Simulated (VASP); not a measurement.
**CuI (Marshite): single point with r2SCAN**

CuI (Marshite):

```xyz
2
Lattice="0.0000 3.0711 3.0711 3.0711 0.0000 3.0711 3.0711 3.0711 0.0000" Properties=species:S:1:pos:R:3 pbc="T T T"
Cu    1.5356    1.5356    1.5356
I     0.0000    0.0000    0.0000
```

This cell differs from its parent crystal: volume changed by +6%.

* Program: VASP 6.6.1
* Task: single point
* Functional: r2SCAN
* Potentials or basis: VASP PAW PBE potentials, release 64 (Cu, I)
* Cutoff: 520 eV
* k mesh: 6 × 6 × 6
* Occupations: gaussian, width 0.01 eV
* Spin: no spin polarisation
* Dipole correction: no
* Further INCAR settings: ALGO = Normal; EDIFF = 1e-07; NBANDS = 16

* Pressure: -2.2 GPa
* Band gap on the k mesh: 1.51 eV, direct

Levels at points of the mesh, in eV from the valence-band top:
```csv
k point,band 7,band 8,band 9,band 10,band 11,band 12
"(0.00, 0.00, 0.00)",0.00,0.00,0.00,1.51,5.29,5.29
"(0.50, 0.00, 0.00)",-1.62,-0.65,-0.65,2.51,5.77,5.77
"(0.50, 0.50, 0.00)",-1.59,-1.37,-1.36,3.01,3.20,9.50
```

Wall time 2.2 min on 1 thread of AMD EPYC 7R13, on a shared host, peak memory 0.17 GiB.

Caveat: the PAW data sets were made with another functional, which shifts forces and pressure a little; spin-orbit coupling is left out, which moves the levels of the heavy elements.
